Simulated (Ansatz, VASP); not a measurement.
## One calculation of Br, two programs

Contents of INCAR:

```
  PREC = Accurate
  ENCUT = 520
  EDIFF = 1E-7
  ISMEAR = -5
  SIGMA = 0.05
  LREAL = False
  LASPH = True
  NELM = 80
  ALGO = Normal
  ISIF = 2
  LWAVE = False
  LCHARG = False
  GGA = B5
  ALDAX = 1.0
  AGGAX = 1.0
  AGGAC = 1.0
  ALDAC = 0.0
  NBANDS = 10
```

KPOINTS

```
regular mesh
0
Gamma
  13 13 13
```

Contents of POSCAR:

```
Br
1.0
   -1.4387166467      1.3988271783      3.4679074819
    1.4146641684     -1.4742018744      3.4883284979
    1.4340700436      1.4695542780     -3.4978988315
Br
1
Direct
    0.0000000000      0.0000000000      0.0000000000
```

The input input.yaml:

```yaml
crystal:
  lattice:
    - [-1.4387166467, 1.3988271783, 3.4679074819]
    - [1.4146641684, -1.4742018744, 3.4883284979]
    - [1.4340700436, 1.469554278, -3.4978988315]
  atoms:
    - { symbol: Br, position: [0.0, 0.0, 0.0] }
kpoints:
  mp_grid: { grid: [13, 13, 13] }
scf:
  occupations: { method: tetrahedron }
hamiltonian:
  xc: blyp
  pseudopotentials: { kind: all_electron, lapw: { basis_error: 0.001 } }
output:
  forces: true
  stress: true
  eigenvalues: true
```

Change from the starting cell: volume scaled by 0.98.

Alike in both runs: task single point; functional BLYP; k mesh 13 × 13 × 13; occupations tetrahedron; no spin polarisation.

|  | VASP | Ansatz |
| --- | --- | --- |
| version | VASP 6.6.1 | Ansatz 0.2.0 |
| potentials or method | VASP PAW PBE potentials, release 64 (Br), cutoff 520 eV | all-electron LAPW, scalar-relativistic |

VASP gave:

```
gap on the k mesh at the Fermi level (eV)                     : none
pressure (GPa)                                                : 4.3
traceless stress, the component that is largest in VASP (GPa) : 0.85
```

Question: Estimate Ansatz's values.

Answer: gap on the k mesh at the Fermi level (eV): none; pressure (GPa): 4.2; traceless stress, the component that is largest in VASP (GPa): 0.84.

VASP's potentials were made for PBE, not for BLYP. A gap of «none» marks a metal or a gap that the smearing closes. Ansatz ran all-electron here, and VASP with PAW potentials.
